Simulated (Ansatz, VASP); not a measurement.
AlN in VASP and in Ansatz

The input INCAR:

```
PREC = Accurate
ENCUT = 520
EDIFF = 1E-6
ISMEAR = 0
SIGMA = 0.01
LREAL = False
LASPH = True
NELM = 100
ALGO = Normal
ISIF = 2
LWAVE = False
LCHARG = True
GGA = CA
LELF = True
LVHAR = True
NBANDS = 16
```

The input KPOINTS:

```
regular mesh
0
Gamma
  12 12 6
```

Contents of POSCAR:

```
AlN
1.0
    2.8328531496      0.0000000000      0.0000000000
   -1.4164265748      2.4533227928      0.0000000000
    0.0000000000      0.0000000000      4.8410108813
Al N
2 2
Direct
    0.0000000000      0.0000000000      0.0000000000
    0.0000000000      0.0000000000      0.5000000000
    0.3333333333      0.6666666667      0.2500000000
    0.6666666667      0.3333333333      0.7500000000
```

Input for Ansatz:

```yaml
crystal:
  lattice:
    - [2.8328531496, 0.0, 0.0]
    - [-1.4164265748, 2.4533227928, 0.0]
    - [0.0, 0.0, 4.8410108813]
  atoms:
    - { symbol: Al, position: [0.0, 0.0, 0.0] }
    - { symbol: Al, position: [0.0, 0.0, 0.5] }
    - { symbol: "N", position: [0.3333333333, 0.6666666667, 0.25] }
    - { symbol: "N", position: [0.6666666667, 0.3333333333, 0.75] }
kpoints:
  mp_grid: { grid: [12, 12, 6] }
  band_path:
    path:
      - [0.0, 0.0, 0.0]
      - [0.5, 0.0, 0.0]
      - [0.3333333333, 0.3333333333, 0.0]
      - [0.0, 0.0, 0.5]
      - [0.5, 0.0, 0.5]
      - [0.3333333333, 0.3333333333, 0.5]
      - [0.0, -0.5, 0.317708]
    npoints: 1
hamiltonian:
  xc: lda
scf:
  occupations: { method: fixed }
  n_extra_bands: 5
output:
  forces: true
  stress: true
  eigenvalues: true
  write_density: true
  write_potential: true
  elf: true
  volumetric_format: npy
```

Alike in both runs: task single point; functional LDA; k mesh 12 × 12 × 6; no spin polarisation.

|  | VASP | Ansatz |
| --- | --- | --- |
| version | VASP 6.6.1 | Ansatz 0.2.0 |
| potentials or method | VASP PAW LDA potentials, release 64 (Al, N) | plane waves, PAW |
| plane-wave cutoff (eV) | 520 | 420 |
| occupations | gaussian, width 0.01 eV | fixed |
| valence electrons in the cell | 16 | 16 |

Ansatz gave:

| Quantity | Value |
| --- | --- |
| gap on the k mesh at the Fermi level (eV) | 4.83 |
| pressure (GPa) | -5.3 |
| traceless stress, the component that is largest in VASP (GPa) | 0.34 |

Question: Which values does VASP return?

Answer: gap on the k mesh at the Fermi level (eV): 4.82; pressure (GPa): -4.7; traceless stress, the component that is largest in VASP (GPa): 0.36.

LDA's correlation is that of Perdew and Zunger in VASP and of Perdew and Wang (1992) in Ansatz.
